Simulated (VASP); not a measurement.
The system is P.

```xyz
4
Lattice="1.6801 -5.5722 0.0000 1.6801 5.5722 0.0000 0.0000 0.0000 4.6327" Properties=species:S:1:pos:R:3 pbc="T T T"
P     1.6801   -4.5040    2.7278
P     1.6801    4.5040    1.9049
P     1.6801   -1.0683    0.4115
P     1.6801    1.0683    4.2213
```

Base run:

* Program: VASP 6.6.1
* Functional: BLYP
* Potentials or basis: VASP PAW PBE potentials, release 64 (P)
* Cutoff: 500 eV
* k mesh: 8 × 8 × 6
* Occupations: fermi-dirac, width 0.05 eV
* Spin: no spin polarisation

Its results: band gap on the k mesh 0.32 eV; pressure 1.9 GPa; largest force 0.015 eV/Å.

Task: The run is repeated on the same cell with these changes: functional from BLYP to SVWN5. What comes out?

Result: Band gap on the k mesh 0.09 eV; pressure -5.5 GPa; largest force 0.288 eV/Å.

SVWN5 binds more tightly than BLYP, so the same cell stands under less pressure.

Caveats: the PAW data sets were made with another functional, which shifts forces and pressure a little; the cell stands under tension (at least some runs).

A k mesh can miss the band edges.
